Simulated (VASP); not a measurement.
# CdSe (Fm-3m) in VASP: settings compared, part 2 of 2

VASP 6.6.1. The steps go on from the part before.

## Step 5: Single point, PBE0

This run uses another cell than the first one, of 23.10 Å³/atom.

Input file POSCAR:

```
CdSe
1.0
    0.0000000000      2.8479773267      2.8479773267
    2.8479773267      0.0000000000      2.8479773267
    2.8479773267      2.8479773267      0.0000000000
Cd Se
1 1
Direct
    0.0000000000      0.0000000000      0.0000000000
    0.5000000000      0.5000000000      0.5000000000
```

Input file INCAR.step1:

```
SYSTEM = CdSe
PREC = Accurate ; ENCUT = 520
EDIFF = 1E-5 ; ISMEAR = -1
SIGMA = 0.05 ; LREAL = .FALSE.
LASPH = .TRUE. ; NELM = 60
ALGO = Normal ; ISIF = 2
LWAVE = .TRUE. ; LCHARG = .FALSE.
GGA = PE ; NBANDS = 16
```

Input file INCAR.step2:

```
SYSTEM = CdSe
PREC = Accurate ; ENCUT = 520
EDIFF = 1E-6 ; ISMEAR = -1
SIGMA = 0.05 ; LREAL = .FALSE.
LASPH = .TRUE. ; NELM = 60
ALGO = Normal ; ISIF = 2
LWAVE = .FALSE. ; LCHARG = .FALSE.
GGA = PE ; LHFCALC = .TRUE.
AEXX = 0.25 ; PRECFOCK = Normal
ISTART = 1 ; NBANDS = 16
```

Input file KPOINTS:

```
Automatic mesh
0
G
  4 4 4
  0 0 0
```

Potentials or basis: VASP PAW PBE potentials, release 64 (Cd, Se).

Command:

```sh
> cat potpaw_PBE.64/Cd/POTCAR potpaw_PBE.64/Se/POTCAR > POTCAR
> cp INCAR.step1 INCAR
> mpirun -np 1 vasp_std > vasp.out
> cp INCAR.step2 INCAR
> mpirun -np 1 vasp_std > vasp.out
```

OUTCAR:

```text
SYSTEM = CdSe
   PREC = Accurate
   ENCUT = 520
   EDIFF = 1E-6
   ISMEAR = -1
   LREAL = .FALSE.
   LASPH = .TRUE.
   NELM = 60
   ISIF = 2
   GGA = PE
   LHFCALC = .TRUE.
   AEXX = 0.25
   PRECFOCK = Normal
   ISTART = 1

 ion  position               nearest neighbor table
   1  0.000  0.000  0.000-   2 2.85   2 2.85   2 2.85   2 2.85   2 2.85   2 2.85
   2  0.500  0.500  0.500-   1 2.85   1 2.85   1 2.85   1 2.85   1 2.85   1 2.85

  LATTYP: Found a face centered cubic cell.
 ALAT       =     5.6959546534

  Lattice vectors:

 A1 = (   0.0000000000,   2.8479773267,   2.8479773267)
 A2 = (   2.8479773267,   0.0000000000,   2.8479773267)
 A3 = (   2.8479773267,   2.8479773267,   0.0000000000)

Analysis of symmetry for initial positions (statically):
=====================================================================
 Subroutine PRICEL returns:
 Original cell was already a primitive cell.

 Routine SETGRP: Setting up the symmetry group for a
 face centered cubic supercell.

 Subroutine GETGRP returns: Found 48 space group operations
 (whereof 48 operations were pure point group operations)
 out of a pool of 48 trial point group operations.

The static configuration has the point symmetry O_h .

Analysis of symmetry for dynamics (positions and initial velocities):
=====================================================================
 Subroutine PRICEL returns:
 Original cell was already a primitive cell.

 Routine SETGRP: Setting up the symmetry group for a
 face centered cubic supercell.

 Subroutine GETGRP returns: Found 48 space group operations
 (whereof 48 operations were pure point group operations)
 out of a pool of 48 trial point group operations.

The dynamic configuration has the point symmetry O_h .

 Subroutine INISYM returns: Found 48 space group operations
 (whereof 48 operations are pure point group operations),
 and found     1 'primitive' translations

----------------------------------------------------------------------------------------

                                     Primitive cell

  volume of cell :      46.1997

  direct lattice vectors                    reciprocal lattice vectors
     0.000000000  2.847977327  2.847977327    -0.175563195  0.175563195  0.175563195
     2.847977327  0.000000000  2.847977327     0.175563195 -0.175563195  0.175563195
     2.847977327  2.847977327  0.000000000     0.175563195  0.175563195 -0.175563195

  length of vectors
     4.027648161  4.027648161  4.027648161     0.304084374  0.304084374  0.304084374

  position of ions in fractional coordinates (direct lattice)
     0.000000000  0.000000000  0.000000000
     0.500000000  0.500000000  0.500000000

  ion indices of the primitive-cell ions
   primitive index   ion index
                 1           1
                 2           2

----------------------------------------------------------------------------------------

 KPOINTS: Automatic mesh

Automatic generation of k-mesh.
[... 23 lines left out ...]
  0.000000  0.000000  0.000000      1.000000
  0.250000  0.000000  0.000000      8.000000
  0.500000  0.000000  0.000000      4.000000
  0.250000  0.250000  0.000000      6.000000
  0.500000  0.250000  0.000000     24.000000
 -0.250000  0.250000  0.000000     12.000000
  0.500000  0.500000  0.000000      3.000000
 -0.250000  0.500000  0.250000      6.000000
   k-points           NKPTS =      8   k-points in BZ     NKDIM =     64   number of bands    NBANDS=     16
   number of dos      NEDOS =    301   number of ions     NIONS =      2
   total plane-waves  NPLWV =  27000
   dimension x,y,z NGX =    30 NGY =   30 NGZ =   30
   dimension x,y,z NGXF=    60 NGYF=   60 NGZF=   60
   ions per type =               1   1
   NGX,Y,Z   is equivalent  to a cutoff of  12.38, 12.38, 12.38 a.u.
   NGXF,Y,Z  is equivalent  to a cutoff of  24.77, 24.77, 24.77 a.u.
 SYSTEM =  CdSe
   PREC   = accura    normal or accurate (medium, high low for compatibility)
   ISTART =      1    job   : 0-new  1-cont  2-samecut
   ICHARG =      0    charge: 1-file 2-atom 10-const
   ISPIN  =      1    spin polarized calculation?
   LNONCOLLINEAR =      F non collinear calculations
   LSORBIT =      F    spin-orbit coupling
   LASPH  =      T    aspherical Exc in radial PAW
   ENCUT  =  520.0 eV  38.22 Ry    6.18 a.u.   7.49  7.49  7.49*2*pi/ulx,y,z
   NELM   =     60;   NELMIN=  2; NELMDL=  0     # of ELM steps
   EDIFF  = 0.1E-05   stopping-criterion for ELM
   LREAL  =      F    real-space projection
   EDIFFG = 0.1E-04   stopping-criterion for IOM
   NSW    =      0    number of steps for IOM
   IBRION =     -1    ionic relax: 0-MD 1-quasi-New 2-CG
   NFREE  =      0    steps in history (QN), initial steepest desc. (CG)
   ISIF   =      2    stress and relaxation
   ISYM   =      3    0-nonsym 1-usesym 2-fastsym
   POTIM  = 0.5000    time-step for ionic-motion
   TEBEG  =    0.0;   TEEND  =   0.0 temperature during run
   PSTRESS=    0.0 pullay stress
   NELECT =      18.0000    total number of electrons
   NUPDOWN=      -1.0000    fix difference up-down
   EMIN   =  10.00;   EMAX   =-10.00  energy-range for DOS
   EFERMI =   0.00;   METHOD = LEGACY
   ISMEAR =    -1;   SIGMA  =   0.05  broadening in eV -4-tet -1-fermi 0-gaus
   EFERMI_NEDOS =   21; number of points for ismear=-14 and -15
   IALGO  =     38    algorithm
   IMIX   =      1    mixing-type and parameters
     AMIX     =   0.40;   BMIX     =  1.00
     AMIX_MAG =   1.60;   BMIX_MAG =  1.00
  volume/ion in A,a.u.               =      23.10       155.89
  Fermi-wavevector in a.u.,A,eV,Ry     =   1.195691  2.259529 19.451952  1.429678
  Thomas-Fermi vector in A             =   2.331651
   LORBIT       =      0    0 simple, 1 ext, 2 COOP (PROOUT), +10 PAW based schemes
   GGA     = PE    functional components
   LHFCALC =     T    Hartree Fock is set to
   PRECFOCK=normal    Normal, Fast or Accurate (Low or Medium for compatibility)
   ENCUT4O =  -1.0   cutoff for four orbital integrals eV
   NKREDX  =     1    reduce k-point grid by
   NKREDY  =     1    reduce k-point grid by
   NKREDZ  =     1    reduce k-point grid by
   AEXX    =    0.2500 exact exchange contribution
   HFSCREEN=    0.0000 screening length (either q_TF or 0.3 A-1)
   HFSCREENC=   0.0000 screening length for correlation (either q_TF or 0.3 A-1)
   ENCUTFOCK=  -1.0 apply spherical cutoff to Coloumb kernel
   IVDW    =     0    specifies the selected vdW correction
   LEPSILON=     F    determine dielectric tensor
   LRPA    =     F    only Hartree local field effects (RPA)
 non-spin polarized calculation
  energy-cutoff  :      520.00
  volume of cell :       46.20
 maximum number of plane-waves:      1245
 NGX is ok and might be reduce to    30
  NGX = 24; NGY = 24; NGZ = 24

 number of electron      18.0000001 magnetization

 Free energy of the ion-electron system (eV)
  ---------------------------------------------------
  ext. energy  EPLUGINS =         0.00000000
  ---------------------------------------------------
  free energy    TOTEN  =        -7.03306672 eV

  energy without entropy =       -7.03306370  energy(sigma->0) =       -7.03306521

 E-fermi :   2.1325     XC(G=0):  -7.9861

 val. band max:        1.5525339957   @ k =   0.5000   0.0000   0.0000
 cond. band min:       2.6594363172   @ k =   0.5000   0.5000   0.0000
 fundamental gap:      1.1069023215
 Fermi energy:         2.1324567808

 k-point     1 :       0.0000    0.0000    0.0000
  band No.  band energies     occupation
      1     -12.6562      2.00000
      2      -7.8007      2.00000
      3      -7.8007      2.00000
      4      -7.7625      2.00000
      5      -7.7625      2.00000
      6      -7.7625      2.00000
[... 129 lines left out ...]
      3      -7.7498      2.00000
      4      -7.7498      2.00000
      5      -7.5677      2.00000
      6      -7.1052      2.00000
[... 8 lines left out ...]
     15      15.8845      0.00000
     16      18.7064      0.00000

------------------------ aborting loop because EDIFF is reached ----------------------------------------

  FORCE on cell =-STRESS in cart. coord.  units (eV):
  Direction    XX          YY          ZZ          XY          YZ          ZX
  --------------------------------------------------------------------------------------
  -------------------------------------------------------------------------------------
  Total        0.0322478      0.0322478      0.0322478      0.0000000      0.0000000      0.0000000
  in kB        1.1183336      1.1183336      1.1183336      0.0000000      0.0000000      0.0000000
  external PRESSURE =       1.1183336 kB  Pullay stress =       0.0000000 kB

 VOLUME and BASIS-vectors are now :
 -----------------------------------------------------------------------------
  energy-cutoff  :      520.00
  volume of cell :       46.20
      direct lattice vectors                 reciprocal lattice vectors
     0.000000000  2.847977327  2.847977327    -0.175563195  0.175563195  0.175563195
     2.847977327  0.000000000  2.847977327     0.175563195 -0.175563195  0.175563195
     2.847977327  2.847977327  0.000000000     0.175563195  0.175563195 -0.175563195

 POSITION                                       TOTAL-FORCE (eV/Angst)
 -----------------------------------------------------------------------------------
      0.00000      0.00000      0.00000        -0.000000      0.000000     -0.000000
      2.84798      2.84798      2.84798         0.000000      0.000000      0.000000
 -----------------------------------------------------------------------------------
    total drift:                               -0.000000     -0.000000      0.000000

  FREE ENERGIE OF THE ION-ELECTRON SYSTEM (eV)
  ---------------------------------------------------
  free  energy   TOTEN  =        -7.0330667231 eV

  energy  without entropy=       -7.0330636996  energy(sigma->0) =       -7.03306521
```

Wall time 14 min (1 thread of AMD EPYC 7R13, shared host); peak memory 0.16 GiB.

Results:

```
Free energy            : -7.0331 eV
Pressure               : 0.1 GPa
Band gap on the k mesh : 1.11 eV (least direct gap 2.46 eV)
```

Caveat: the k points lie up to 0.48 Å⁻¹ apart; the PAW data sets were made with another functional, which shifts forces and pressure a little.

## Step 6: Overview

| level | spin | cell | cutoff (eV) | share of exact exchange | screening parameter | gap on the mesh (eV) | pressure (GPa) |
| --- | --- | --- | --- | --- | --- | --- | --- |
| r2SCANh | off | a = 4.064 Å, angles 60.0°, 2 atoms | 440 | 0.1 | - | 0.57 | -2.1 |
| HSE06 | non-collinear, zero start, SOC | a = 4.064 Å, angles 60.0°, 2 atoms | 400 | 0.25 | 0.2079 1/Å | - | -1.9 |
| PBEsol-based global hybrid with 25 % exact exchange | off | a = 3.979 Å, angles 60.0°, 2 atoms | 520 | 0.25 | - | 1.00 | 0.1 |
| PBE0 | off | a = 4.028 Å, angles 60.0°, 2 atoms | 520 | 0.25 | - | 1.11 | 0.1 |

Alike in all rows: task single point; potentials or basis VASP PAW PBE potentials, release 64 (Cd, Se); k mesh 4 × 4 × 4; smearing fermi-dirac 0.05 eV.

Caveats: all runs use coarse meshes; the PAW data sets were made with another functional, which shifts forces and pressure a little.

Total energies depend on the potentials used, so only differences within one code and one set of settings carry meaning.
